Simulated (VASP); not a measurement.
Write the native input for VASP 6.6.1 that does the following.

```yaml
Task: single point
Functional: revPBE
Dispersion: D3(BJ)
Potentials_or_basis: VASP PAW PBE potentials, release 64 (Al)
Cutoff: 520 eV
k_mesh: 11 × 11 × 11
Occupations: fermi-dirac, width 0.025 eV
Spin: collinear spin, ferromagnetic start
Starting_moments: "[0.12] μB"
Dipole_correction: no
Further_INCAR_settings: ALGO = Fast; EDIFF = 1e-06; NBANDS = 12
```

The structure of Al lies in POSCAR:

```
Al
1.0
    0.0000000000      2.0248050000      2.0248050000
    2.0248050000      0.0000000000      2.0248050000
    2.0248050000      2.0248050000      0.0000000000
Al
1
Direct
    0.0000000000      0.0000000000      0.0000000000
```

One way to write it, as run:

INCAR

```
SYSTEM = Al
PREC = Accurate
ENCUT = 520
EDIFF = 1E-6
ISMEAR = -1
SIGMA = 0.025
LREAL = .FALSE.
LASPH = .TRUE.
NELM = 150
ALGO = Fast
ISIF = 2
LWAVE = .FALSE.
LCHARG = .FALSE.
ISPIN = 2
MAGMOM = 0.12
LORBIT = 11
GGA = RE
IVDW = 12
NBANDS = 12
```

KPOINTS

```
regular mesh
0
G
  11 11 11
  0 0 0
```

Potentials or basis: VASP PAW PBE potentials, release 64 (Al).

Run with:

```console
$ cat potpaw_PBE.64/Al/POTCAR > POTCAR
$ mpirun -np 1 vasp_std > vasp.out
```

It gave:

The pressure is -5.9 GPa. The net moment is 0.00 μB per cell and the valence electrons inside the program's atomic spheres are Al 0.77. The dispersion energy per atom is -0.635 eV.

Caveat: the PAW data sets were made with another functional, which shifts forces and pressure a little; pairwise dispersion overbinds metals, which lowers pressure and volume.

Run time: 9.3 s on 1 thread of Intel(R) Xeon(R) 6975P-C (Granite Rapids), on a shared host, peak memory 0.15 GiB.
